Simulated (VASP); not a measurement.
# Pd (Im-3m) in VASP: notebook

Pd is run at these levels: PBE; tasks: single point, relaxation of cell and atoms.

Everything below comes from runs of VASP 6.6.1. Logs are shortened: lines on timing, memory, paths and dates and some standing lists are left out, and cuts for length are marked.

## (1) The cell of the first run

Symmetry: Im-3m, No. 229, cubic system. Conventional cell: a = 3.140 Å, b = 3.140 Å, c = 3.140 Å, α = 90.00°, β = 90.00°, γ = 90.00°. Within 3.6 Å of Pd (site symmetry m-3m) lie 14 Pd at 2.72 to 3.14 Å.

## (2) Single point, PBE

The input, INCAR:

```
SYSTEM = Pd
ALGO     = Normal         ! electronic algorithm
EDIFF    = 1E-6           ! SCF threshold, eV
ENCUT    = 500            ! plane-wave cutoff, eV
GGA      = PE             ! functional
GGA_COMPAT= .FALSE.      
ISIF     = 2              ! what is computed and relaxed
ISMEAR   = 0              ! smearing method
LASPH    = .TRUE.         ! aspherical terms in the spheres
LCHARG   = .TRUE.         ! write CHGCAR
LELF     = .TRUE.         ! ELF
LREAL    = .FALSE.        ! projectors in reciprocal space
LVHAR    = .TRUE.       
LWAVE    = .FALSE.        ! write WAVECAR
NBANDS   = 11             ! bands
NELM     = 120            ! most SCF steps
PREC     = Accurate       ! precision mode
SIGMA    = 0.1            ! smearing width, eV
```

The input, KPOINTS:

```
k-points
0
G
  8 8 8
  0 0 0
```

The input, POSCAR:

```
Pd
1.0
   -1.5699124371      1.5699124371      1.5699124371
    1.5699124371     -1.5699124371      1.5699124371
    1.5699124371      1.5699124371     -1.5699124371
Pd
1
Direct
    0.0000000000      0.0000000000      0.0000000000
```

Potentials or basis: VASP PAW PBE potentials, release 64 (Pd).

Started as:

```sh
$ cat potpaw_PBE.64/Pd/POTCAR > POTCAR
$ mpirun -np 1 vasp_std > vasp.out
```

OUTCAR:

```text
SYSTEM = Pd
   EDIFF = 1E-6
   ENCUT = 500
   GGA = PE
   ISIF = 2
   ISMEAR = 0
   LASPH = .TRUE.
   LREAL = .FALSE.
   NELM = 120
   PREC = Accurate

 ion  position               nearest neighbor table
   1  0.000  0.000  0.000-

  LATTYP: Found a body centered cubic cell.
 ALAT       =     3.1398248742

  Lattice vectors:

 A1 = (  -1.5699124371,   1.5699124371,   1.5699124371)
 A2 = (   1.5699124371,  -1.5699124371,   1.5699124371)
 A3 = (   1.5699124371,   1.5699124371,  -1.5699124371)

Analysis of symmetry for initial positions (statically):
=====================================================================
 Subroutine PRICEL returns:
 Original cell was already a primitive cell.

 Routine SETGRP: Setting up the symmetry group for a
 body centered cubic supercell.

 Subroutine GETGRP returns: Found 48 space group operations
 (whereof 48 operations were pure point group operations)
 out of a pool of 48 trial point group operations.

The static configuration has the point symmetry O_h .

Analysis of symmetry for dynamics (positions and initial velocities):
=====================================================================
 Subroutine PRICEL returns:
 Original cell was already a primitive cell.

 Routine SETGRP: Setting up the symmetry group for a
 body centered cubic supercell.

 Subroutine GETGRP returns: Found 48 space group operations
 (whereof 48 operations were pure point group operations)
 out of a pool of 48 trial point group operations.

The dynamic configuration has the point symmetry O_h .

 Subroutine INISYM returns: Found 48 space group operations
 (whereof 48 operations are pure point group operations),
 and found     1 'primitive' translations

----------------------------------------------------------------------------------------

                                     Primitive cell

  volume of cell :      15.4770

  direct lattice vectors                    reciprocal lattice vectors
    -1.569912437  1.569912437  1.569912437     0.000000000  0.318489101  0.318489101
     1.569912437 -1.569912437  1.569912437     0.318489101  0.000000000  0.318489101
     1.569912437  1.569912437 -1.569912437     0.318489101  0.318489101  0.000000000

  length of vectors
     2.719168104  2.719168104  2.719168104     0.450411605  0.450411605  0.450411605

  position of ions in fractional coordinates (direct lattice)
     0.000000000  0.000000000  0.000000000

  ion indices of the primitive-cell ions
   primitive index   ion index
                 1           1

----------------------------------------------------------------------------------------

 KPOINTS: k-points

Automatic generation of k-mesh.
 Grid dimensions read from file:
 generate k-points for:    8    8    8

 Generating k-lattice:

  Cartesian coordinates                     Fractional coordinates (reciprocal lattice)
     0.000000000  0.039811138  0.039811138     0.125000000  0.000000000  0.000000000
     0.039811138  0.000000000  0.039811138     0.000000000  0.125000000  0.000000000
     0.039811138  0.039811138  0.000000000     0.000000000  0.000000000  0.125000000

  Length of vectors
     0.056301451  0.056301451  0.056301451

  Shift w.r.t. Gamma in fractional coordinates (k-lattice)
     0.000000000  0.000000000  0.000000000

 Subroutine IBZKPT returns following result:
 ===========================================

 Found     29 irreducible k-points:

 Following reciprocal coordinates:
            Coordinates               Weight
  0.000000  0.000000  0.000000      1.000000
  0.125000  0.000000  0.000000     12.000000
  0.250000  0.000000  0.000000     12.000000
  0.375000  0.000000  0.000000     12.000000
  0.500000  0.000000  0.000000      6.000000
  0.125000  0.125000  0.000000     24.000000
[... 16 lines left out ...]
 -0.250000  0.250000  0.250000      6.000000
 -0.375000  0.375000  0.250000     24.000000
 [... further k-points ...]
   k-points           NKPTS =     29   k-points in BZ     NKDIM =     29   number of bands    NBANDS=     11
   number of dos      NEDOS =    301   number of ions     NIONS =      1
   total plane-waves  NPLWV =   8000
   dimension x,y,z NGX =    20 NGY =   20 NGZ =   20
   dimension x,y,z NGXF=    40 NGYF=   40 NGZF=   40
   ions per type =               1
   NGX,Y,Z   is equivalent  to a cutoff of  12.23, 12.23, 12.23 a.u.
   NGXF,Y,Z  is equivalent  to a cutoff of  24.46, 24.46, 24.46 a.u.
 SYSTEM =  Pd
   PREC   = accura    normal or accurate (medium, high low for compatibility)
   ISTART =      0    job   : 0-new  1-cont  2-samecut
   ICHARG =      2    charge: 1-file 2-atom 10-const
   ISPIN  =      1    spin polarized calculation?
   LNONCOLLINEAR =      F non collinear calculations
   LSORBIT =      F    spin-orbit coupling
   LASPH  =      T    aspherical Exc in radial PAW
   ENCUT  =  500.0 eV  36.75 Ry    6.06 a.u.   4.96  4.96  4.96*2*pi/ulx,y,z
   NELM   =    120;   NELMIN=  2; NELMDL= -5     # of ELM steps
   EDIFF  = 0.1E-05   stopping-criterion for ELM
   LREAL  =      F    real-space projection
   EDIFFG = 0.1E-04   stopping-criterion for IOM
   NSW    =      0    number of steps for IOM
   IBRION =     -1    ionic relax: 0-MD 1-quasi-New 2-CG
   NFREE  =      0    steps in history (QN), initial steepest desc. (CG)
   ISIF   =      2    stress and relaxation
   ISYM   =      2    0-nonsym 1-usesym 2-fastsym
   POTIM  = 0.5000    time-step for ionic-motion
   TEBEG  =    0.0;   TEEND  =   0.0 temperature during run
   PSTRESS=    0.0 pullay stress
   NELECT =      10.0000    total number of electrons
   NUPDOWN=      -1.0000    fix difference up-down
   EMIN   =  10.00;   EMAX   =-10.00  energy-range for DOS
   EFERMI =   0.00;   METHOD = LEGACY
   ISMEAR =     0;   SIGMA  =   0.10  broadening in eV -4-tet -1-fermi 0-gaus
   EFERMI_NEDOS =   21; number of points for ismear=-14 and -15
   IALGO  =     38    algorithm
   IMIX   =      4    mixing-type and parameters
     AMIX     =   0.40;   BMIX     =  1.00
     AMIX_MAG =   1.60;   BMIX_MAG =  1.00
  volume/ion in A,a.u.               =      15.48       104.44
  Fermi-wavevector in a.u.,A,eV,Ry     =   1.415292  2.674514 27.253172  2.003052
  Thomas-Fermi vector in A             =   2.536746
   LORBIT       =      0    0 simple, 1 ext, 2 COOP (PROOUT), +10 PAW based schemes
   GGA     = PE    functional components
   LHFCALC =     F    Hartree Fock is set to
   AEXX    =    0.0000 exact exchange contribution
   IVDW    =     0    specifies the selected vdW correction
   LEPSILON=     F    determine dielectric tensor
   LRPA    =     F    only Hartree local field effects (RPA)
 non-spin polarized calculation
 Gauss-broadening in eV      SIGMA  =   0.10
  energy-cutoff  :      500.00
  volume of cell :       15.48
 maximum number of plane-waves:       420
   NGX =  9   NGY =  9   NGZ =  9

 number of electron      10.0000005 magnetization

 Free energy of the ion-electron system (eV)
  ---------------------------------------------------
  ext. energy  EPLUGINS =         0.00000000
  ---------------------------------------------------
  free energy    TOTEN  =        -5.15539028 eV

  energy without entropy =       -5.14529146  energy(sigma->0) =       -5.15034087

 E-fermi :   8.9589     XC(G=0): -12.8815

 val. band max:        8.9548611279   @ k =  -0.3750   0.5000   0.1250
 cond. band min:       8.9901072225   @ k =  -0.3750   0.5000   0.2500
 fundamental gap:      0.0352460947
 Fermi energy:         8.9588900318

 k-point     1 :       0.0000    0.0000    0.0000
  band No.  band energies     occupation
      1       2.2274      2.00000
      2       6.2463      2.00000
      3       6.2463      2.00000
      4       6.2463      2.00000
      5       8.1036      2.00000
      6       8.1036      2.00000
      7      28.2747      0.00000
      8      28.2747      0.00000
      9      28.2747      0.00000
     10      35.8814      0.00000
     11      36.3421      0.00000

 k-point     2 :       0.1250    0.0000    0.0000
  band No.  band energies     occupation
      1       2.7843      2.00000
      2       6.0669      2.00000
      3       6.2524      2.00000
      4       6.6383      2.00000
      5       7.9220      2.00000
      6       8.1189      2.00000
      7      27.6112      0.00000
      8      28.1815      0.00000
      9      28.9187      0.00000
     10      33.6159      0.00000
     11      34.0507      0.00000

 k-point     3 :       0.2500    0.0000    0.0000
  band No.  band energies     occupation
      1       3.9635      2.00000
      2       5.6582      2.00000
      3       6.5251      2.00000
      4       7.6865      2.00000
      5       7.8012      2.00000
      6       8.1779      2.00000
      7      24.0887      0.00000
      8      26.6244      0.00000
      9      30.4934      0.00000
     10      31.0688      0.00000
     11      33.0256      0.00000

 k-point     4 :       0.3750    0.0000    0.0000
  band No.  band energies     occupation
      1       4.1864      2.00000
      2       5.2794      2.00000
      3       7.9035      2.00000
      4       8.2703      2.00000
      5       8.5643      2.00000
      6       8.9392      1.21920
      7      19.3545      0.00000
      8      24.7537      0.00000
      9      27.7379      0.00000
     10      32.0683      0.00000
     11      33.5545      0.00000

 k-point     5 :       0.5000    0.0000    0.0000
  band No.  band energies     occupation
      1       4.0541      2.00000
      2       5.1300      2.00000
      3       8.0319      2.00000
      4       8.3192      2.00000
      5       9.5487      0.00000
      6      10.4858      0.00000
      7      16.5617      0.00000
      8      24.0291      0.00000
      9      26.4016      0.00000
     10      32.7032      0.00000
     11      34.0620      0.00000
[... 211 lines left out ...]
 k-point    21 :      -0.3750   -0.3750    0.1250
  band No.  band energies     occupation
      1       5.5575      2.00000
      2       5.5575      2.00000
      3       5.5837      2.00000
      4       8.4472      2.00000
      5       8.4472      2.00000
      6      16.8030      0.00000
      7      16.8030      0.00000
      8      17.5101      0.00000
      9      30.0398      0.00000
     10      30.0398      0.00000
     11      30.2808      0.00000

 k-point    22 :       0.2500    0.2500    0.2500
  band No.  band energies     occupation
      1       5.6680      2.00000
      2       5.6680      2.00000
      3       5.6680      2.00000
      4       8.3641      2.00000
      5       8.3641      2.00000
      6      17.5502      0.00000
      7      18.2462      0.00000
      8      18.2462      0.00000
      9      18.2462      0.00000
     10      35.6620      0.00000
     11      39.3795      0.00000

 k-point    23 :      -0.2500    0.2500    0.2500
  band No.  band energies     occupation
      1       5.1828      2.00000
      2       5.9575      2.00000
      3       6.8479      2.00000
      4       6.8479      2.00000
      5       7.6144      2.00000
      6       9.6835      0.00000
      7      25.4628      0.00000
      8      25.4628      0.00000
      9      25.6478      0.00000
     10      26.2107      0.00000
     11      35.5926      0.00000

 k-point    24 :      -0.3750    0.3750    0.2500
  band No.  band energies     occupation
      1       5.0822      2.00000
      2       5.4563      2.00000
      3       6.8543      2.00000
      4       7.4047      2.00000
      5       8.7037      1.99969
      6      11.8639      0.00000
      7      20.5874      0.00000
      8      23.0306      0.00000
      9      25.4654      0.00000
     10      27.8651      0.00000
     11      35.3307      0.00000

 [... further k-points ...]
[... 5 lines left out ...]
  --------------------------------------------------------------------------------------
  -------------------------------------------------------------------------------------
  Total       -0.0252659     -0.0252659     -0.0252659      0.0000000     -0.0000000      0.0000000
  in kB       -2.6155240     -2.6155240     -2.6155240      0.0000000     -0.0000000      0.0000000
  external PRESSURE =      -2.6155240 kB  Pullay stress =       0.0000000 kB

 VOLUME and BASIS-vectors are now :
 -----------------------------------------------------------------------------
  energy-cutoff  :      500.00
  volume of cell :       15.48
      direct lattice vectors                 reciprocal lattice vectors
    -1.569912437  1.569912437  1.569912437     0.000000000  0.318489101  0.318489101
     1.569912437 -1.569912437  1.569912437     0.318489101  0.000000000  0.318489101
     1.569912437  1.569912437 -1.569912437     0.318489101  0.318489101  0.000000000

 POSITION                                       TOTAL-FORCE (eV/Angst)
 -----------------------------------------------------------------------------------
      0.00000      0.00000      0.00000        -0.000000      0.000000      0.000000
 -----------------------------------------------------------------------------------
    total drift:                                0.000000      0.000000      0.000000

  FREE ENERGIE OF THE ION-ELECTRON SYSTEM (eV)
  ---------------------------------------------------
  free  energy   TOTEN  =        -5.1553902790 eV

  energy  without entropy=       -5.1452914604  energy(sigma->0) =       -5.15034087
```

Wall time 2.5 s (1 thread of Intel Xeon 6975P-C (Granite Rapids), shared host); peak memory 0.12 GiB.

Results:

| Quantity | Value |
| --- | --- |
| Free energy | -5.1554 eV |
| Pressure | -0.3 GPa |
| Band gap on the k mesh | zero (band 5 reaches 9.55 eV, above the bottom of band 6 at 8.10 eV) |

[end of part 1 of 2]
